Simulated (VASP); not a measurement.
# SrNiPt3 (P4mm) in VASP: notebook

SrNiPt3 is run at these levels: PBE; tasks: single point, relaxation of cell and atoms.

All numbers are computed with VASP 6.6.1; they aren't measurements. Logs are shortened: lines on timing, memory, paths and dates and some standing lists are left out, and cuts for length are marked.

### Step 1. The cell of the first run

Symmetry: P4mm, No. 99, tetragonal system. Conventional cell: a = 4.407 Å, b = 4.407 Å, c = 5.018 Å, α = 90.00°, β = 90.00°, γ = 90.00°. Sr (site symmetry 4mm) has 12 Pt at 3.28 to 3.37 Å and 4 Ni at 3.39 Å and 4 Sr at 4.41 Å within 4.5 Å. Ni (site symmetry 4mm) has 6 Pt at 2.36 to 2.65 Å within 3.1 Å. Pt (site symmetry 4mm) has 2 Ni at 2.36 to 2.65 Å and 4 Pt at 2.67 Å within 3.1 Å. Within 3.4 Å of Pt (site symmetry 2mm) lie 2 Ni at 2.48 Å and 6 Pt at 2.67 to 3.12 Å and 4 Sr at 3.31 to 3.37 Å.

### Step 2. Single point, PBE

File INCAR:

```
PREC = Accurate
ENCUT = 520
EDIFF = 1E-6
ISMEAR = 0
SIGMA = 0.1
LREAL = False
LASPH = True
NELM = 80
ALGO = Fast
ISIF = 2
LWAVE = False
LCHARG = True
GGA = PE
LELF = True
LVHAR = True
NBANDS = 33
```

File KPOINTS:

```
regular mesh
0
Gamma
  8 8 8
```

File POSCAR:

```
SrNiPt3
1.0
    4.4068373936      0.0000000000      0.0000000000
    0.0000000000      4.4068373936      0.0000000000
    0.0000000000      0.0000000000      5.0183776538
Sr Ni Pt
1 1 3
Direct
    0.0000000000      0.0000000000      0.9007672719
    0.5000000000      0.5000000000      0.6359200748
    0.5000000000      0.5000000000      0.1071583548
    0.0000000000      0.5000000000      0.4080771493
    0.5000000000      0.0000000000      0.4080771493
```

Potentials or basis: VASP PAW PBE potentials, release 64 (Sr_sv, Ni, Pt).

The run is started by

```console
> cat potpaw_PBE.64/Sr_sv/POTCAR potpaw_PBE.64/Ni/POTCAR potpaw_PBE.64/Pt/POTCAR > POTCAR
> mpirun -np 1 vasp_std > vasp.out
```

OUTCAR:

```text
PREC = Accurate
   ENCUT = 520
   EDIFF = 1E-6
   ISMEAR = 0
   LREAL = False
   LASPH = True
   NELM = 80
   ISIF = 2
   GGA = PE

 ion  position               nearest neighbor table
   1  0.000  0.000  0.901-   3 3.28   3 3.28   3 3.28   3 3.28   4 3.31   5 3.31   5 3.31   4 3.31
                             5 3.37   4 3.37   5 3.37   4 3.37   2 3.39   2 3.39   2 3.39   2 3.39
   2  0.500  0.500  0.636-   3 2.36   4 2.48   5 2.48   5 2.48   4 2.48   3 2.65   1 3.39   1 3.39
                             1 3.39   1 3.39
   3  0.500  0.500  0.107-   2 2.36   2 2.65   4 2.67   5 2.67   5 2.67   4 2.67   1 3.28   1 3.28
                             1 3.28   1 3.28
   4  0.000  0.500  0.408-   2 2.48   2 2.48   3 2.67   3 2.67   5 3.12   5 3.12   5 3.12   5 3.12
                             1 3.31   1 3.31   1 3.37   1 3.37
   5  0.500  0.000  0.408-   2 2.48   2 2.48   3 2.67   3 2.67   4 3.12   4 3.12   4 3.12   4 3.12
                             1 3.31   1 3.31   1 3.37   1 3.37

  LATTYP: Found a simple tetragonal cell.
 ALAT       =     4.4068373936
 C/A-ratio  =     1.1387707795

  Lattice vectors:

 A1 = (   4.4068373936,   0.0000000000,   0.0000000000)
 A2 = (   0.0000000000,   4.4068373936,   0.0000000000)
 A3 = (   0.0000000000,   0.0000000000,   5.0183776538)

Analysis of symmetry for initial positions (statically):
=====================================================================
 Subroutine PRICEL returns:
 Original cell was already a primitive cell.

 Routine SETGRP: Setting up the symmetry group for a
 simple tetragonal supercell.

 Subroutine GETGRP returns: Found  8 space group operations
 (whereof  8 operations were pure point group operations)
 out of a pool of 16 trial point group operations.

The static configuration has the point symmetry C_4v.

Analysis of symmetry for dynamics (positions and initial velocities):
=====================================================================
 Subroutine PRICEL returns:
 Original cell was already a primitive cell.

 Routine SETGRP: Setting up the symmetry group for a
 simple tetragonal supercell.

 Subroutine GETGRP returns: Found  8 space group operations
 (whereof  8 operations were pure point group operations)
 out of a pool of 16 trial point group operations.

The dynamic configuration has the point symmetry C_4v.

 Subroutine INISYM returns: Found  8 space group operations
 (whereof  8 operations are pure point group operations),
 and found     1 'primitive' translations
[... 97 lines left out ...]
   LSORBIT =      F    spin-orbit coupling
   LASPH  =      T    aspherical Exc in radial PAW
   ENCUT  =  520.0 eV  38.22 Ry    6.18 a.u.   8.19  8.19  9.33*2*pi/ulx,y,z
   NELM   =     80;   NELMIN=  2; NELMDL= -5     # of ELM steps
   EDIFF  = 0.1E-05   stopping-criterion for ELM
   LREAL  =      F    real-space projection
   EDIFFG = 0.1E-04   stopping-criterion for IOM
   NSW    =      0    number of steps for IOM
   IBRION =     -1    ionic relax: 0-MD 1-quasi-New 2-CG
   NFREE  =      0    steps in history (QN), initial steepest desc. (CG)
   ISIF   =      2    stress and relaxation
   ISYM   =      2    0-nonsym 1-usesym 2-fastsym
   POTIM  = 0.5000    time-step for ionic-motion
   TEBEG  =    0.0;   TEEND  =   0.0 temperature during run
   PSTRESS=    0.0 pullay stress
   NELECT =      50.0000    total number of electrons
   NUPDOWN=      -1.0000    fix difference up-down
   EMIN   =  10.00;   EMAX   =-10.00  energy-range for DOS
   EFERMI =   0.00;   METHOD = LEGACY
   ISMEAR =     0;   SIGMA  =   0.10  broadening in eV -4-tet -1-fermi 0-gaus
   EFERMI_NEDOS =   21; number of points for ismear=-14 and -15
   IALGO  =     68    algorithm
   IMIX   =      4    mixing-type and parameters
     AMIX     =   0.40;   BMIX     =  1.00
     AMIX_MAG =   1.60;   BMIX_MAG =  1.00
  volume/ion in A,a.u.               =      19.49       131.54
  Fermi-wavevector in a.u.,A,eV,Ry     =   1.310566  2.476611 23.369154  1.717584
  Thomas-Fermi vector in A             =   2.441088
   LORBIT       =      0    0 simple, 1 ext, 2 COOP (PROOUT), +10 PAW based schemes
   GGA     = PE    functional components
   LHFCALC =     F    Hartree Fock is set to
   AEXX    =    0.0000 exact exchange contribution
   IVDW    =     0    specifies the selected vdW correction
   LEPSILON=     F    determine dielectric tensor
   LRPA    =     F    only Hartree local field effects (RPA)
 non-spin polarized calculation
 RMM-DIIS sequential band-by-band and
 Gauss-broadening in eV      SIGMA  =   0.10
  energy-cutoff  :      520.00
  volume of cell :       97.46
 maximum number of plane-waves:      2656
 NGX is ok and might be reduce to    36
   NGX = 17   NGY = 17   NGZ = 19

 number of electron      49.9999992 magnetization

 Free energy of the ion-electron system (eV)
  ---------------------------------------------------
  ext. energy  EPLUGINS =         0.00000000
  ---------------------------------------------------
  free energy    TOTEN  =       -27.09287260 eV

  energy without entropy =      -27.06435992  energy(sigma->0) =      -27.07861626

 E-fermi :   6.3620     XC(G=0): -11.3177

 val. band max:        6.3546636657   @ k =   0.3750   0.2500   0.0000
 cond. band min:       6.3635391070   @ k =   0.1250   0.1250   0.3750
 fundamental gap:      0.0088754413
 Fermi energy:         6.3619864600

 k-point     1 :       0.0000    0.0000    0.0000
  band No.  band energies     occupation
      1     -27.9063      2.00000
      2      -9.9656      2.00000
      3      -9.9515      2.00000
      4      -9.9515      2.00000
      5      -1.5186      2.00000
      6       1.3340      2.00000
[... 853 lines left out ...]
     32      12.7364      0.00000
     33      13.3289      0.00000

 [... further k-points ...]
[... 5 lines left out ...]
  --------------------------------------------------------------------------------------
  -------------------------------------------------------------------------------------
  Total       -0.0452796     -0.0452796     -0.0121071      0.0000000      0.0000000      0.0000000
  in kB       -0.7443825     -0.7443825     -0.1990373      0.0000000      0.0000000      0.0000000
  external PRESSURE =      -0.5626008 kB  Pullay stress =       0.0000000 kB

 VOLUME and BASIS-vectors are now :
 -----------------------------------------------------------------------------
  energy-cutoff  :      520.00
  volume of cell :       97.46
      direct lattice vectors                 reciprocal lattice vectors
     4.406837394  0.000000000  0.000000000     0.226920104  0.000000000  0.000000000
     0.000000000  4.406837394  0.000000000     0.000000000  0.226920104  0.000000000
     0.000000000  0.000000000  5.018377654     0.000000000  0.000000000  0.199267586

 POSITION                                       TOTAL-FORCE (eV/Angst)
 -----------------------------------------------------------------------------------
      0.00000      0.00000      4.52039        -0.000000     -0.000000     -0.001317
      2.20342      2.20342      3.19129        -0.000000      0.000000     -0.005077
      2.20342      2.20342      0.53776         0.000000      0.000000      0.042277
      0.00000      2.20342      2.04789        -0.000000     -0.000000     -0.017941
      2.20342      0.00000      2.04789        -0.000000     -0.000000     -0.017941
 -----------------------------------------------------------------------------------
    total drift:                                0.000000      0.000000     -0.002739

  FREE ENERGIE OF THE ION-ELECTRON SYSTEM (eV)
  ---------------------------------------------------
  free  energy   TOTEN  =       -27.0928726000 eV

  energy  without entropy=      -27.0643599200  energy(sigma->0) =      -27.07861626
```

OSZICAR:

```text
N       E                     dE             d eps       ncg     rms          rms(c)
DAV:   1     0.359109889013E+03    0.35911E+03   -0.23293E+04  4950   0.154E+03
DAV:   2    -0.419414041905E+01   -0.36330E+03   -0.33898E+03  5399   0.353E+02
DAV:   3    -0.290188676431E+02   -0.24825E+02   -0.23333E+02  6746   0.924E+01
[... 14 lines left out ...]
RMM:  18    -0.270928640628E+02   -0.64992E-05   -0.87160E-05  8264   0.333E-02    0.766E-03
RMM:  19    -0.270928688643E+02   -0.48016E-05   -0.44195E-05  7318   0.208E-02    0.699E-03
RMM:  20    -0.270928708437E+02   -0.19794E-05   -0.23202E-05  6219   0.152E-02    0.196E-03
RMM:  21    -0.270928719599E+02   -0.11162E-05   -0.11480E-05  5430   0.112E-02    0.865E-04
RMM:  22    -0.270928726000E+02   -0.64012E-06   -0.62416E-06  4893   0.881E-03
   1 F= -.27092873E+02 E0= -.27078616E+02  d E =-.285127E-01
```

stdout:

```text
POSCAR found type information on POSCAR SrNiPt
 POSCAR found :  3 types and       5 ions
 scaLAPACK will be used
 LDA part: xc-table for (Slater+PW92), standard interpolation
 POSCAR, INCAR and KPOINTS ok, starting setup
 FFT: planning ... GRIDC
 FFT: planning ... GRID_SOFT
 FFT: planning ... GRID
 WAVECAR not read
 entering main loop
WARNING in EDDRMM: call to ZHEGV failed, returncode =   6  3     19
WARNING in EDDRMM: call to ZHEGV failed, returncode =   6  3     12
WARNING in EDDRMM: call to ZHEGV failed, returncode =   8  4     15
WARNING in EDDRMM: call to ZHEGV failed, returncode =   8  4     18
WARNING in EDDRMM: call to ZHEGV failed, returncode =   6  3      8
WARNING in EDDRMM: call to ZHEGV failed, returncode =   8  4     30
WARNING in EDDRMM: call to ZHEGV failed, returncode =   6  3     25
WARNING in EDDRMM: call to ZHEGV failed, returncode =   6  3      6
WARNING in EDDRMM: call to ZHEGV failed, returncode =   6  3     10
WARNING in EDDRMM: call to ZHEGV failed, returncode =   6  3     20
WARNING in EDDRMM: call to ZHEGV failed, returncode =   8  4      8
WARNING in EDDRMM: call to ZHEGV failed, returncode =   6  3     10
WARNING in EDDRMM: call to ZHEGV failed, returncode =   6  3     25
WARNING in EDDRMM: call to ZHEGV failed, returncode =   6  3      8
WARNING in EDDRMM: call to ZHEGV failed, returncode =   8  4      5
WARNING in EDDRMM: call to ZHEGV failed, returncode =   6  3     18
WARNING in EDDRMM: call to ZHEGV failed, returncode =   6  3     27
WARNING in EDDRMM: call to ZHEGV failed, returncode =   6  3     22
```

Run time: 2.8 min. Hardware: 1 thread of Intel Xeon 6975P-C (Granite Rapids), shared host; peak memory 0.38 GiB.

Results:

```yaml
Free_energy: -27.0929 eV
Pressure: -0.1 GPa
Largest_force: 0.042 eV/Å
Band_gap_on_the_k_mesh: zero (bands 25 and 26 overlap by 1.16 eV)
```

Forces in eV/Å, atoms in the order of the input:
```
Sr   0.000  0.000 -0.001
Ni   0.000  0.000 -0.005
Pt   0.000  0.000  0.042
Pt   0.000  0.000 -0.018
Pt   0.000  0.000 -0.018
```

Caveat: spin-orbit coupling is left out, which moves the levels of the heavy elements. Spin polarisation is off, so any magnetic state and its effect on volume and gap are missing.

### Step 3. Single point, PBE, collinear spin, ferromagnetic start

File INCAR:

```
PREC = Accurate
ENCUT = 520
EDIFF = 1E-6
ISMEAR = 0
SIGMA = 0.1
LREAL = F
LASPH = T
NELM = 150
ALGO = Fast
ISIF = 2
LWAVE = F
LCHARG = F
ISPIN = 2
MAGMOM = 0 0.35 0 0 0
LORBIT = 11
LMAXMIX = 4
GGA = PE
NBANDS = 37
```

File KPOINTS:

```
regular mesh
0
Gamma
  4 4 4
```

File POSCAR:

```
SrNiPt3
1.0
    4.3984126890      0.0000000000      0.0000000000
    0.0000000000      4.3984126890      0.0000000000
    0.0000000000      0.0000000000      5.0365052415
Sr Ni Pt
1 1 3
Direct
    0.0000000000      0.0000000000     -0.1004897138
    0.5000000000      0.5000000000      0.6373020257
    0.5000000000      0.5000000000      1.1083795579
    0.0000000000      0.5000000000      0.4074040651
    0.5000000000      0.0000000000      0.4074040651
```

Potentials or basis: VASP PAW PBE potentials, release 64 (Sr_sv, Ni, Pt).

The run is started by

```console
> cat potpaw_PBE.64/Sr_sv/POTCAR potpaw_PBE.64/Ni/POTCAR potpaw_PBE.64/Pt/POTCAR > POTCAR
> mpirun -np 1 vasp_std > vasp.out
```

Wall time 95 s (1 thread of Intel Xeon 6975P-C (Granite Rapids), shared host); peak memory 0.32 GiB.

The run converged. Its results:

- Free energy: -27.0758 eV
- Pressure: 0.0 GPa
- Largest force: 0.024 eV/Å
- Band gap on the k mesh: zero (filled and empty bands overlap)
- Net moment: 0.02 μB per cell
- Valence electrons inside the program's atomic spheres: Sr 8.00; Ni 9.32; Pt 9.34, 9.18 (each value once)

Forces in eV/Å, atoms in the order of the input:
```
Sr   0.000  0.000  0.001
Ni   0.000  0.000 -0.002
Pt   0.000  0.000  0.024
Pt   0.000  0.000 -0.011
Pt   0.000  0.000 -0.011
```

Stress tensor (GPa, compression positive):
```
-0.09  0.00  0.00
 0.00 -0.09  0.00
 0.00  0.00  0.04
```

Levels at points of the mesh, in eV from the Fermi level:
Spin up:
```
           k point  band 22  band 23  band 24  band 25  band 26  band 27  band 28  band 29
(0.00, 0.00, 0.00)    -0.21    -0.11    -0.11     0.06     1.40     2.09     2.09     2.74
(0.50, 0.00, 0.00)    -0.94    -0.61    -0.57    -0.09     0.38     2.11     2.90     3.37
(0.50, 0.50, 0.00)    -0.66    -0.60     0.16     0.76     0.79     0.79     0.88     1.83
(0.00, 0.00, 0.50)    -1.48    -0.56    -0.53    -0.21     0.11     2.44     2.44     3.24
(0.50, 0.00, 0.50)    -0.98    -0.91    -0.80    -0.51     0.53     0.86     0.88     4.65
(0.50, 0.50, 0.50)    -0.86    -0.03    -0.03     0.63     0.76     1.30     1.30     1.57
```
Spin down:
| k point | band 22 | band 23 | band 24 | band 25 | band 26 | band 27 | band 28 | band 29 |
| --- | --- | --- | --- | --- | --- | --- | --- | --- |
| (0.00, 0.00, 0.00) | -0.21 | -0.10 | -0.10 | 0.06 | 1.40 | 2.09 | 2.09 | 2.75 |
| (0.50, 0.00, 0.00) | -0.94 | -0.60 | -0.57 | -0.08 | 0.39 | 2.12 | 2.90 | 3.37 |
| (0.50, 0.50, 0.00) | -0.65 | -0.59 | 0.17 | 0.76 | 0.80 | 0.80 | 0.88 | 1.83 |
| (0.00, 0.00, 0.50) | -1.47 | -0.56 | -0.52 | -0.21 | 0.12 | 2.44 | 2.44 | 3.25 |
| (0.50, 0.00, 0.50) | -0.98 | -0.90 | -0.80 | -0.51 | 0.53 | 0.86 | 0.89 | 4.65 |
| (0.50, 0.50, 0.50) | -0.85 | -0.03 | -0.03 | 0.64 | 0.77 | 1.30 | 1.30 | 1.57 |

Caveat: spin-orbit coupling is left out, which moves the levels of the heavy elements.

### Step 4. Relaxation of cell and atoms, PBE

File INCAR:

```
SYSTEM = SrNiPt3
ALGO = Fast
EDIFF = 1E-6
EDIFFG = -0.01
ENCUT = 600
GGA = PE
IBRION = 2
ISIF = 3
ISMEAR = 0
LASPH = .True.
LCHARG = .False.
LREAL = .False.
LWAVE = .False.
NELM = 60
NSW = 100
PREC = Accurate
SIGMA = 0.1
```

File KPOINTS:

```
k-points
0
Gamma
  8 8 8
  0 0 0
```

Edit POSCAR of step 3 so:

```diff
@@ -8,5 +8,5 @@
 Direct
-    0.0000000000      0.0000000000     -0.1004897138
+    0.0000000000      0.0000000000      0.8995102862
     0.5000000000      0.5000000000      0.6373020257
-    0.5000000000      0.5000000000      1.1083795579
+    0.5000000000      0.5000000000      0.1083795579
     0.0000000000      0.5000000000      0.4074040651
```

The run is started by

```console
> cat potpaw_PBE.64/Sr_sv/POTCAR potpaw_PBE.64/Ni/POTCAR potpaw_PBE.64/Pt/POTCAR > POTCAR
> mpirun -np 1 vasp_std > vasp.out
```

Wall time 20 min (1 thread of Intel Xeon 6975P-C (Granite Rapids), shared host); peak memory 0.45 GiB.

The run converged. Its results:

```yaml
Free_energy: -27.0926 eV
Relaxed_volume: 19.49 Å³/atom
Relaxed_cell: a = 4.406 Å, b = 4.406 Å, c = 5.020 Å, α = 90.00°, β = 90.00°, γ = 90.00°
Space_group_after_relaxing_to_0.1_Å: P4mm (No. 99)
Energy_gained_by_relaxing: 0.1 meV/atom
Ionic_steps: 31
Pressure_after_relaxing: 0.0 GPa
Largest_force_after_relaxing: 0.010 eV/Å
Band_gap_on_the_k_mesh: zero (bands 25 and 26 overlap by 1.17 eV)
```

Forces on the atoms (eV/Å):
```
Sr   0.000  0.000  0.010
Ni   0.000  0.000 -0.003
Pt   0.000  0.000  0.000
Pt   0.000  0.000 -0.003
Pt   0.000  0.000 -0.003
```

The path:
```csv
step,energy change (eV),largest force (eV/Å),pressure (GPa),volume (Å³)
1,0.0000,0.0592,-0.01,97.44
2,-0.0004,0.0422,-0.03,97.41
3,-0.0004,0.0521,-0.01,97.41
4,-0.0006,0.0155,0.14,97.38
5,-0.0006,0.0148,0.08,97.37
6,-0.0006,0.0161,0.10,97.36
7,-0.0006,0.0125,0.16,97.37
8,-0.0006,0.0133,0.01,97.47
9,-0.0006,0.0123,-0.04,97.45
10,-0.0006,0.0125,-0.03,97.44
11,-0.0006,0.0128,-0.01,97.42
12,-0.0006,0.0130,0.07,97.41
13,-0.0006,0.0121,0.00,97.44
14,-0.0006,0.0123,-0.03,97.44
15,-0.0006,0.0109,0.02,97.42
16,-0.0006,0.0109,0.11,97.42
17,-0.0006,0.0109,0.07,97.43
18,-0.0006,0.0105,0.06,97.45
19,-0.0006,0.0103,-0.07,97.50
20,-0.0006,0.0110,-0.06,97.48
21,-0.0006,0.0110,-0.03,97.46
22,-0.0006,0.0110,0.01,97.46
23,-0.0006,0.0110,-0.11,97.46
24,-0.0006,0.0110,0.00,97.46
25,-0.0006,0.0106,-0.04,97.46
26,-0.0006,0.0104,0.02,97.45
27,-0.0006,0.0106,0.07,97.45
28,-0.0006,0.0113,-0.10,97.46
29,-0.0006,0.0106,0.01,97.46
30,-0.0006,0.0104,0.02,97.46
31,-0.0006,0.0095,0.00,97.45
```

Final structure:
```cif
data_structure
_symmetry_space_group_name_H-M 'P 1'
_symmetry_Int_Tables_number 1
_cell_length_a 4.4062
_cell_length_b 4.4062
_cell_length_c 5.0196
_cell_angle_alpha 90.000
_cell_angle_beta 90.000
_cell_angle_gamma 90.000
_cell_volume 97.45
loop_
_atom_site_label
_atom_site_type_symbol
_atom_site_fract_x
_atom_site_fract_y
_atom_site_fract_z
_atom_site_occupancy
Sr1 Sr 0.00000 0.00000 0.90005 1
Ni1 Ni 0.50000 0.50000 0.63638 1
Pt1 Pt 0.50000 0.50000 0.10786 1
Pt2 Pt 0.00000 0.50000 0.40785 1
Pt3 Pt 0.50000 0.00000 0.40785 1
```

Levels at points of the mesh, in eV from the Fermi level:
```tsv
k point	band 22	band 23	band 24	band 25	band 26	band 27	band 28	band 29
(0.00, 0.00, 0.00)	-0.22	-0.10	-0.10	0.07	1.43	2.06	2.06	2.80
(0.50, 0.00, 0.00)	-0.94	-0.59	-0.56	-0.08	0.41	2.14	2.88	3.38
(0.50, 0.50, 0.00)	-0.63	-0.59	0.19	0.77	0.78	0.78	0.88	1.86
(0.00, 0.00, 0.50)	-1.48	-0.54	-0.54	-0.22	0.12	2.43	2.43	3.24
(0.50, 0.00, 0.50)	-0.98	-0.90	-0.81	-0.49	0.54	0.86	0.90	4.64
(0.50, 0.50, 0.50)	-0.85	-0.03	-0.03	0.64	0.79	1.30	1.30	1.57
```

Caveat: spin-orbit coupling is left out, which moves the levels of the heavy elements. Spin polarisation is off, so any magnetic state and its effect on volume and gap are missing.

### Step 5. The runs side by side

| task | spin | cell | k mesh | cutoff (eV) | gap on the mesh (eV) | pressure (GPa) | largest force (eV/Å) |
| --- | --- | --- | --- | --- | --- | --- | --- |
| single point | off | a = 4.407, b = 4.407, c = 5.018 Å, 5 atoms, atomic positions A | 8 × 8 × 8 | 520 | none | -0.1 | 0.04 |
| single point | collinear, ferromagnetic start | a = 4.398, b = 4.398, c = 5.037 Å, 5 atoms, atomic positions B | 4 × 4 × 4 | 520 | none | 0.0 | 0.02 |
| relaxation of cell and atoms | off | relaxed from a = 4.398, b = 4.398, c = 5.037 Å, 5 atoms, atomic positions B | 8 × 8 × 8 | 600 | none | 0.0 | 0.01 |

Alike in all rows: level PBE; potentials or basis VASP PAW PBE potentials, release 64 (Sr_sv, Ni, Pt); smearing gaussian 0.1 eV.

Caveats: spin-orbit coupling is left out, which moves the levels of the heavy elements.

Total energies depend on the potentials used, so only differences within one code and one set of settings carry meaning.

The gap in the log of VASP goes by the Fermi energy; the results here count the filled bands.